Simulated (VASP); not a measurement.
## W: single point with PBE

Crystal: W.

```xyz
1
Lattice="0.0000 2.0186 2.0186 2.0186 0.0000 2.0186 2.0186 2.0186 0.0000" Properties=species:S:1:pos:R:3 pbc="T T T"
W     0.0000    0.0000    0.0000
```

| Property | Result |
| --- | --- |
| Program | VASP 6.6.1 |
| Task | single point |
| Functional | PBE |
| Potentials or basis | VASP PAW PBE potentials, release 64 (W_sv) |
| Cutoff | 520 eV |
| k mesh | 18 × 18 × 18 |
| Occupations | gaussian, width 0.1 eV |
| Spin | no spin polarisation |
| Dipole correction | no |
| Further INCAR settings | ALGO = Normal; EDIFF = 1e-06; NBANDS = 13 |

```
Pressure               : 0.5 GPa
Band gap on the k mesh : zero (band 7 reaches 13.49 eV, above the bottom of band 8 at 9.90 eV)
```

Levels at points of the mesh, in eV from the Fermi level:
| k point | band 3 | band 4 | band 5 | band 6 | band 7 | band 8 | band 9 | band 10 | band 11 | band 12 |
| --- | --- | --- | --- | --- | --- | --- | --- | --- | --- | --- |
| (0.00, 0.00, 0.00) | -37.31 | -37.31 | -8.97 | -0.55 | -0.55 | -0.55 | 2.57 | 2.57 | 12.79 | 18.00 |
| (0.50, 0.00, 0.00) | -37.46 | -37.46 | -5.58 | -0.77 | -0.77 | 0.63 | 5.03 | 5.03 | 10.26 | 12.42 |
| (0.50, 0.50, 0.00) | -37.72 | -37.72 | -5.46 | -4.50 | 3.04 | 5.00 | 5.76 | 5.76 | 11.73 | 11.73 |

It took 20 s on 1 thread of Intel(R) Xeon(R) Platinum 8375C CPU @ 2.90GHz (Ice Lake), with other jobs on the host, peak memory 0.17 GiB.

Caveat: spin-orbit coupling is left out, which moves the levels of the heavy elements.
